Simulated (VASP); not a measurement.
Write the native input for VASP 6.6.1 that does the following.

```
Task                   : single point
Functional             : PBE
Potentials or basis    : VASP PAW PBE potentials, release 64 (C, Si)
Cutoff                 : 520 eV
k mesh                 : 6 × 6 × 4
Occupations            : fermi-dirac, width 0.02 eV
Spin                   : no spin polarisation
Dipole correction      : no
Further INCAR settings : ALGO = Normal; EDIFF = 1e-06; NBANDS = 16
```

The structure of Si3C lies in POSCAR:

```
Si3C
1.0
    3.5110530979      0.0000000000      0.0000000000
    0.0000000000      3.5110530979      0.0000000000
    0.0000000000      0.0000000000      5.1216464169
C Si
1 3
Direct
    0.0000000000      0.0000000000      0.0000000000
    0.0000000000      0.5000000000      0.2021229506
    0.5000000000      0.5000000000      0.5000000000
    0.5000000000      0.0000000000      0.7978770494
```

This cell differs from its parent crystal: volume changed by +6%.

One way to write it, as run:

INCAR

```
ALGO     = Normal         # electronic algorithm
EDIFF    = 1E-6           # SCF threshold, eV
ENCUT    = 520            # plane-wave cutoff, eV
GGA      = PE             # functional
ISIF     = 2              # what is computed and relaxed
ISMEAR   = -1             # smearing method
LASPH    = True           # aspherical terms in the spheres
LCHARG   = False          # write CHGCAR
LREAL    = False          # projectors in reciprocal space
LWAVE    = False          # write WAVECAR
NBANDS   = 16             # bands
NELM     = 60             # most SCF steps
PREC     = Accurate       # precision mode
SIGMA    = 0.02           # smearing width, eV
```

KPOINTS

```
k-points
0
Gamma
  6 6 4
```

Potentials or basis: VASP PAW PBE potentials, release 64 (C, Si).

Command:

```console
$ cat potpaw_PBE.64/C/POTCAR potpaw_PBE.64/Si/POTCAR > POTCAR
$ mpirun -np 1 vasp_std > vasp.out
```

Results of the run:

The pressure is -6.7 GPa and the largest force is 0.132 eV/Å. The band gap on the k mesh is zero (band 8 reaches 7.08 eV, above the bottom of band 9 at 6.67 eV).

It took 12 s on 1 thread of Intel(R) Xeon(R) 6975P-C (Granite Rapids), on a shared host, peak memory 0.18 GiB.
